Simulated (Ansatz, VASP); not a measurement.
Two plane-wave programs on Na

```
Na
1.0
    -2.11250    2.11250    2.11250
     2.11250   -2.11250    2.11250
     2.11250    2.11250   -2.11250
Na
1
Cartesian
  0.0000 0.0000 0.0000
```

Alike in both runs: task single point; functional r2SCAN; k mesh 11 × 11 × 11; occupations gaussian, width 1 eV; no spin polarisation.

|  | VASP | Ansatz |
| --- | --- | --- |
| version | VASP 6.6.1 | Ansatz 0.2.0 |
| potentials or method | VASP PAW PBE potentials, release 64 (Na_pv), cutoff 520 eV | plane waves (500 eV) with PAW, scalar-relativistic |
| valence electrons in the cell | 7 | 9 |

VASP gave:

```
pressure (GPa) : 0.3
```

Task: Estimate Ansatz's values.

Result: Pressure (GPa): 0.2.

VASP's potentials were made for PBE, not for r2SCAN. With one functional, cell and mesh, what is left measures potentials, basis and numerics. VASP's potentials hold 7 valence electrons a cell and Ansatz's 9, so a difference there can come from the potentials and not from the codes.
